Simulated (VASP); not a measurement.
# MgO (Fm-3m) in VASP: a series of runs

MgO is run at these levels: LDA; tasks: single point.

Everything below comes from runs of VASP 6.6.1. Logs are shortened: lines on timing, memory, paths and dates and some standing lists are left out, and cuts for length are marked.

**1. The cell of the first run**

It takes space group Fm-3m (No. 225, cubic). The conventional cell has a = 4.220 Å, b = 4.220 Å, c = 4.220 Å, α = 90.00°, β = 90.00°, γ = 90.00°. Within 2.8 Å of Mg (site symmetry m-3m) lie 6 O at 2.11 Å. Within 2.8 Å of O (site symmetry m-3m) lie 6 Mg at 2.11 Å.

**2. Single point, LDA**

The input, INCAR:

```
SYSTEM = MgO
  ALGO = Normal
  EDIFF = 1E-6
  ENCUT = 600
  GGA = CA
  GGA_COMPAT = .FALSE.
  ISIF = 2
  ISMEAR = -1
  LASPH = .TRUE.
  LCHARG = .FALSE.
  LREAL = .FALSE.
  LWAVE = .FALSE.
  NBANDS = 11
  NELM = 120
  PREC = Accurate
  SIGMA = 0.03
```

The input, KPOINTS:

```
k-points
0
G
  8 8 8
  0 0 0
```

The input, POSCAR:

```
MgO
1.0
    0.0000000000      2.1100000000      2.1100000000
    2.1100000000      0.0000000000      2.1100000000
    2.1100000000      2.1100000000      0.0000000000
Mg O
1 1
Direct
    0.0000000000      0.0000000000      0.0000000000
    0.5000000000      0.5000000000      0.5000000000
```

Potentials or basis: VASP PAW LDA potentials, release 64 (Mg, O).

Run with:

```
$ cat potpaw_LDA.64/Mg/POTCAR potpaw_LDA.64/O/POTCAR > POTCAR
$ mpirun -np 1 vasp_std > vasp.out
```

OUTCAR:

```text
SYSTEM = MgO
   EDIFF = 1E-6
   ENCUT = 600
   GGA = CA
   ISIF = 2
   ISMEAR = -1
   LASPH = .TRUE.
   LREAL = .FALSE.
   NELM = 120
   PREC = Accurate

 ion  position               nearest neighbor table
   1  0.000  0.000  0.000-   2 2.11   2 2.11   2 2.11   2 2.11   2 2.11   2 2.11
   2  0.500  0.500  0.500-   1 2.11   1 2.11   1 2.11   1 2.11   1 2.11   1 2.11

  LATTYP: Found a face centered cubic cell.
 ALAT       =     4.2200000000

  Lattice vectors:

 A1 = (   0.0000000000,   2.1100000000,   2.1100000000)
 A2 = (   2.1100000000,   0.0000000000,   2.1100000000)
 A3 = (   2.1100000000,   2.1100000000,   0.0000000000)

Analysis of symmetry for initial positions (statically):
=====================================================================
 Subroutine PRICEL returns:
 Original cell was already a primitive cell.

 Routine SETGRP: Setting up the symmetry group for a
 face centered cubic supercell.

 Subroutine GETGRP returns: Found 48 space group operations
 (whereof 48 operations were pure point group operations)
 out of a pool of 48 trial point group operations.

The static configuration has the point symmetry O_h .

Analysis of symmetry for dynamics (positions and initial velocities):
=====================================================================
 Subroutine PRICEL returns:
 Original cell was already a primitive cell.

 Routine SETGRP: Setting up the symmetry group for a
 face centered cubic supercell.

 Subroutine GETGRP returns: Found 48 space group operations
 (whereof 48 operations were pure point group operations)
 out of a pool of 48 trial point group operations.

The dynamic configuration has the point symmetry O_h .

 Subroutine INISYM returns: Found 48 space group operations
 (whereof 48 operations are pure point group operations),
 and found     1 'primitive' translations

----------------------------------------------------------------------------------------

                                     Primitive cell

  volume of cell :      18.7879

  direct lattice vectors                    reciprocal lattice vectors
     0.000000000  2.110000000  2.110000000    -0.236966825  0.236966825  0.236966825
     2.110000000  0.000000000  2.110000000     0.236966825 -0.236966825  0.236966825
     2.110000000  2.110000000  0.000000000     0.236966825  0.236966825 -0.236966825

  length of vectors
     2.983990617  2.983990617  2.983990617     0.410438580  0.410438580  0.410438580

  position of ions in fractional coordinates (direct lattice)
     0.000000000  0.000000000  0.000000000
     0.500000000  0.500000000  0.500000000

  ion indices of the primitive-cell ions
   primitive index   ion index
                 1           1
                 2           2

----------------------------------------------------------------------------------------

 KPOINTS: k-points

Automatic generation of k-mesh.
 Grid dimensions read from file:
 generate k-points for:    8    8    8

 Generating k-lattice:

  Cartesian coordinates                     Fractional coordinates (reciprocal lattice)
    -0.029620853  0.029620853  0.029620853     0.125000000  0.000000000  0.000000000
     0.029620853 -0.029620853  0.029620853     0.000000000  0.125000000  0.000000000
     0.029620853  0.029620853 -0.029620853     0.000000000  0.000000000  0.125000000

  Length of vectors
     0.051304822  0.051304822  0.051304822

  Shift w.r.t. Gamma in fractional coordinates (k-lattice)
     0.000000000  0.000000000  0.000000000

 Subroutine IBZKPT returns following result:
 ===========================================

 Found     29 irreducible k-points:

 Following reciprocal coordinates:
            Coordinates               Weight
  0.000000  0.000000  0.000000      1.000000
  0.125000  0.000000  0.000000      8.000000
  0.250000  0.000000  0.000000      8.000000
  0.375000  0.000000  0.000000      8.000000
  0.500000  0.000000  0.000000      4.000000
  0.125000  0.125000  0.000000      6.000000
[... 16 lines left out ...]
  0.500000  0.250000  0.125000     48.000000
 -0.375000  0.250000  0.125000     24.000000
 [... further k-points ...]
   k-points           NKPTS =     29   k-points in BZ     NKDIM =     29   number of bands    NBANDS=     11
   number of dos      NEDOS =    301   number of ions     NIONS =      2
   total plane-waves  NPLWV =  13824
   dimension x,y,z NGX =    24 NGY =   24 NGZ =   24
   dimension x,y,z NGXF=    48 NGYF=   48 NGZF=   48
   ions per type =               1   1
   NGX,Y,Z   is equivalent  to a cutoff of  13.37, 13.37, 13.37 a.u.
   NGXF,Y,Z  is equivalent  to a cutoff of  26.74, 26.74, 26.74 a.u.
 SYSTEM =  MgO
   PREC   = accura    normal or accurate (medium, high low for compatibility)
   ISTART =      0    job   : 0-new  1-cont  2-samecut
   ICHARG =      2    charge: 1-file 2-atom 10-const
   ISPIN  =      1    spin polarized calculation?
   LNONCOLLINEAR =      F non collinear calculations
   LSORBIT =      F    spin-orbit coupling
   LASPH  =      T    aspherical Exc in radial PAW
   ENCUT  =  600.0 eV  44.10 Ry    6.64 a.u.   5.96  5.96  5.96*2*pi/ulx,y,z
   NELM   =    120;   NELMIN=  2; NELMDL= -5     # of ELM steps
   EDIFF  = 0.1E-05   stopping-criterion for ELM
   LREAL  =      F    real-space projection
   EDIFFG = 0.1E-04   stopping-criterion for IOM
   NSW    =      0    number of steps for IOM
   IBRION =     -1    ionic relax: 0-MD 1-quasi-New 2-CG
   NFREE  =      0    steps in history (QN), initial steepest desc. (CG)
   ISIF   =      2    stress and relaxation
   ISYM   =      2    0-nonsym 1-usesym 2-fastsym
   POTIM  = 0.5000    time-step for ionic-motion
   TEBEG  =    0.0;   TEEND  =   0.0 temperature during run
   PSTRESS=    0.0 pullay stress
   NELECT =       8.0000    total number of electrons
   NUPDOWN=      -1.0000    fix difference up-down
   EMIN   =  10.00;   EMAX   =-10.00  energy-range for DOS
   EFERMI =   0.00;   METHOD = LEGACY
   ISMEAR =    -1;   SIGMA  =   0.03  broadening in eV -4-tet -1-fermi 0-gaus
   EFERMI_NEDOS =   21; number of points for ismear=-14 and -15
   IALGO  =     38    algorithm
   IMIX   =      4    mixing-type and parameters
     AMIX     =   0.40;   BMIX     =  1.00
     AMIX_MAG =   1.60;   BMIX_MAG =  1.00
  volume/ion in A,a.u.               =       9.39        63.39
  Fermi-wavevector in a.u.,A,eV,Ry     =   1.231627  2.327437 20.638731  1.516904
  Thomas-Fermi vector in A             =   2.366429
   LORBIT       =      0    0 simple, 1 ext, 2 COOP (PROOUT), +10 PAW based schemes
   GGA     = CA    functional components
   LHFCALC =     F    Hartree Fock is set to
   AEXX    =    0.0000 exact exchange contribution
   IVDW    =     0    specifies the selected vdW correction
   LEPSILON=     F    determine dielectric tensor
   LRPA    =     F    only Hartree local field effects (RPA)
 non-spin polarized calculation
  energy-cutoff  :      600.00
  volume of cell :       18.79
 maximum number of plane-waves:       638
   NGX = 11   NGY = 11   NGZ = 11

 number of electron       8.0000005 magnetization

 Free energy of the ion-electron system (eV)
  ---------------------------------------------------
  ext. energy  EPLUGINS =         0.00000000
  ---------------------------------------------------
  free energy    TOTEN  =       -13.42269608 eV

  energy without entropy =      -13.42269608  energy(sigma->0) =      -13.42269608

 E-fermi :   3.5045     XC(G=0): -11.5644

 val. band max:        2.8356433097   @ k =   0.0000   0.0000   0.0000
 cond. band min:       7.4384710638   @ k =   0.0000   0.0000   0.0000
 fundamental gap:      4.6028277541
 Fermi energy:         3.5045459750

 k-point     1 :       0.0000    0.0000    0.0000
  band No.  band energies     occupation
      1     -14.1361      2.00000
      2       2.8356      2.00000
      3       2.8356      2.00000
      4       2.8356      2.00000
      5       7.4385      0.00000
      6      18.3325      0.00000
      7      18.3325      0.00000
      8      18.3325      0.00000
      9      22.3422      0.00000
     10      23.9786      0.00000
     11      23.9786      0.00000

 k-point     2 :       0.1250    0.0000    0.0000
  band No.  band energies     occupation
      1     -13.9677      2.00000
      2       1.8718      2.00000
      3       2.7313      2.00000
      4       2.7313      2.00000
      5       8.3458      0.00000
      6      16.6838      0.00000
      7      18.6862      0.00000
      8      18.6862      0.00000
      9      22.9707      0.00000
     10      22.9707      0.00000
     11      24.4130      0.00000

 k-point     3 :       0.2500    0.0000    0.0000
  band No.  band energies     occupation
      1     -13.5282      2.00000
      2       0.1511      2.00000
      3       2.4915      2.00000
      4       2.4915      2.00000
      5       9.7635      0.00000
      6      15.1536      0.00000
      7      19.1538      0.00000
      8      19.1538      0.00000
      9      22.5823      0.00000
     10      22.5823      0.00000
     11      24.3881      0.00000

 k-point     4 :       0.3750    0.0000    0.0000
  band No.  band energies     occupation
      1     -13.0293      2.00000
      2      -1.2774      2.00000
      3       2.2662      2.00000
      4       2.2662      2.00000
      5      10.4481      0.00000
      6      14.9538      0.00000
      7      18.9530      0.00000
      8      18.9530      0.00000
      9      23.6124      0.00000
     10      23.8910      0.00000
     11      23.8910      0.00000
[... 239 lines left out ...]
 k-point    22 :       0.3750    0.2500    0.1250
  band No.  band energies     occupation
      1     -13.2122      2.00000
      2      -0.2073      2.00000
      3       1.6664      2.00000
      4       2.2136      2.00000
      5      11.1486      0.00000
      6      14.0816      0.00000
      7      17.5479      0.00000
      8      19.9997      0.00000
      9      20.6070      0.00000
     10      24.8879      0.00000
     11      28.1822      0.00000

 k-point    23 :       0.5000    0.2500    0.1250
  band No.  band energies     occupation
      1     -12.8182      2.00000
      2      -0.9132      2.00000
      3       1.0847      2.00000
      4       1.9580      2.00000
      5      12.1257      0.00000
      6      14.2481      0.00000
      7      16.3964      0.00000
      8      19.5960      0.00000
      9      22.1622      0.00000
     10      24.8525      0.00000
     11      28.3925      0.00000

 k-point    24 :      -0.3750    0.2500    0.1250
  band No.  band energies     occupation
      1     -12.6422      2.00000
      2      -1.2161      2.00000
      3       0.8762      2.00000
      4       1.8370      2.00000
      5      12.2976      0.00000
      6      14.7784      0.00000
      7      15.9731      0.00000
      8      19.3537      0.00000
      9      23.0235      0.00000
     10      24.4982      0.00000
     11      28.5340      0.00000

 [... further k-points ...]
[... 5 lines left out ...]
  --------------------------------------------------------------------------------------
  -------------------------------------------------------------------------------------
  Total       -1.0301353     -1.0301353     -1.0301353      0.0000000     -0.0000000      0.0000000
  in kB      -87.8471144    -87.8471144    -87.8471144      0.0000000     -0.0000000      0.0000000
  external PRESSURE =     -87.8471144 kB  Pullay stress =       0.0000000 kB

 VOLUME and BASIS-vectors are now :
 -----------------------------------------------------------------------------
  energy-cutoff  :      600.00
  volume of cell :       18.79
      direct lattice vectors                 reciprocal lattice vectors
     0.000000000  2.110000000  2.110000000    -0.236966825  0.236966825  0.236966825
     2.110000000  0.000000000  2.110000000     0.236966825 -0.236966825  0.236966825
     2.110000000  2.110000000  0.000000000     0.236966825  0.236966825 -0.236966825

 POSITION                                       TOTAL-FORCE (eV/Angst)
 -----------------------------------------------------------------------------------
      0.00000      0.00000      0.00000        -0.000000      0.000000     -0.000000
      2.11000      2.11000      2.11000         0.000000     -0.000000      0.000000
 -----------------------------------------------------------------------------------
    total drift:                               -0.000000     -0.000000      0.000000

  FREE ENERGIE OF THE ION-ELECTRON SYSTEM (eV)
  ---------------------------------------------------
  free  energy   TOTEN  =       -13.4226960766 eV

  energy  without entropy=      -13.4226960766  energy(sigma->0) =      -13.42269608
```

Run time: 4.9 s. Hardware: 1 thread of AMD EPYC 7R13 (Zen 3), shared host; peak memory 0.1 GiB.

What came out:

```
Free energy            : -13.4227 eV
Pressure               : -8.8 GPa
Band gap on the k mesh : 4.60 eV, direct
```

**3. Single point, LDA**

The input, INCAR:

```
ALGO = Normal ; EDIFF = 1E-6
ENCUT = 600 ; GGA = CA
GGA_COMPAT = F ; ISIF = 2
ISMEAR = 1 ; LASPH = T
LCHARG = F ; LREAL = F
LWAVE = F ; NBANDS = 11
NELM = 120 ; PREC = Accurate
SIGMA = 0.3
```

The input, KPOINTS:

```
k-points
0
Gamma
  8 8 8
```

POSCAR is that of step 2.

Potentials or basis: VASP PAW LDA potentials, release 64 (Mg, O).

Run with:

```
$ cat potpaw_LDA.64/Mg/POTCAR potpaw_LDA.64/O/POTCAR > POTCAR
$ mpirun -np 1 vasp_std > vasp.out
```

Run time: 5 s. Hardware: 1 thread of AMD EPYC 7R13 (Zen 3), shared host; peak memory 0.1 GiB.

Results (log left out):

| Item | Value |
| --- | --- |
| Free energy | -13.4210 eV |
| Pressure | -8.8 GPa |
| Band gap on the k mesh | 4.60 eV, direct |

Levels at points of the mesh, in eV from the valence-band top:
| k point | band 2 | band 3 | band 4 | band 5 | band 6 | band 7 |
| --- | --- | --- | --- | --- | --- | --- |
| (0.00, 0.00, 0.00) | 0.00 | 0.00 | 0.00 | 4.60 | 15.50 | 15.50 |
| (0.50, 0.00, 0.00) | -4.67 | -0.66 | -0.66 | 7.70 | 12.34 | 15.94 |
| (0.50, 0.50, 0.00) | -4.13 | -1.36 | -1.36 | 8.89 | 9.64 | 12.83 |

**4. Single point, LDA**

The input, INCAR:

```
PREC = Accurate ; ENCUT = 600
EDIFF = 1E-6 ; ISMEAR = -1
SIGMA = 0.03 ; LREAL = F
LASPH = T ; NELM = 120
ALGO = Normal ; ISIF = 2
LWAVE = F ; LCHARG = T
GGA = CA ; LELF = T
LVHAR = T ; NBANDS = 11
GGA_COMPAT = F
```

The input, KPOINTS:

```
regular mesh
0
Gamma
  8 8 8
```

POSCAR is that of step 3.

Run with:

```
$ cat potpaw_LDA.64/Mg/POTCAR potpaw_LDA.64/O/POTCAR > POTCAR
$ mpirun -np 1 vasp_std > vasp.out
```

It took 6.9 s on 1 thread of AMD EPYC 7R13 (Zen 3), shared host; peak memory 0.1 GiB.

It converged, with:

```
Free energy            : -13.4227 eV
Pressure               : -8.8 GPa
Band gap on the k mesh : 4.60 eV, direct
```

Levels at points of the mesh, in eV from the valence-band top:
| k point | band 1 | band 2 | band 3 | band 4 | band 5 | band 6 | band 7 | band 8 | band 9 |
| --- | --- | --- | --- | --- | --- | --- | --- | --- | --- |
| (0.00, 0.00, 0.00) | -16.97 | 0.00 | 0.00 | 0.00 | 4.60 | 15.50 | 15.50 | 15.50 | 19.51 |
| (0.50, 0.00, 0.00) | -15.64 | -4.67 | -0.66 | -0.66 | 7.70 | 12.34 | 15.94 | 15.94 | 20.48 |
| (0.50, 0.50, 0.00) | -15.37 | -4.13 | -1.36 | -1.36 | 8.89 | 9.64 | 12.83 | 18.55 | 18.55 |

**5. Single point, LDA**

The input, INCAR:

```
SYSTEM = MgO
PREC = Accurate ; ENCUT = 600
EDIFF = 1E-6 ; ISMEAR = -1
SIGMA = 0.01 ; LREAL = .FALSE.
LASPH = .TRUE. ; NELM = 120
ALGO = Normal ; ISIF = 2
LWAVE = .FALSE. ; LCHARG = .TRUE.
GGA = CA ; LELF = .TRUE.
LVHAR = .TRUE. ; NBANDS = 11
GGA_COMPAT = .FALSE.
```

The input, KPOINTS:

```
regular mesh
0
G
  8 8 8
  0 0 0
```

POSCAR is that of step 4.

Run with:

```
$ cat potpaw_LDA.64/Mg/POTCAR potpaw_LDA.64/O/POTCAR > POTCAR
$ mpirun -np 1 vasp_std > vasp.out
```

It took 5.6 s on 1 thread of AMD EPYC 7R13 (Zen 3), shared host; peak memory 0.1 GiB.

It converged, with:

```yaml
Free_energy: -13.4227 eV
Pressure: -8.8 GPa
Band_gap_on_the_k_mesh: 4.60 eV, direct
```

Levels at points of the mesh, in eV from the valence-band top:
```tsv
k point	band 1	band 2	band 3	band 4	band 5	band 6	band 7	band 8
(0.00, 0.00, 0.00)	-16.97	0.00	0.00	0.00	4.60	15.50	15.50	15.50
(0.50, 0.00, 0.00)	-15.64	-4.67	-0.66	-0.66	7.70	12.34	15.94	15.94
(0.50, 0.50, 0.00)	-15.37	-4.13	-1.36	-1.36	8.89	9.64	12.83	18.55
```

As with any semilocal functional, this LDA gap is likely too small.

[end of part 1 of 2]
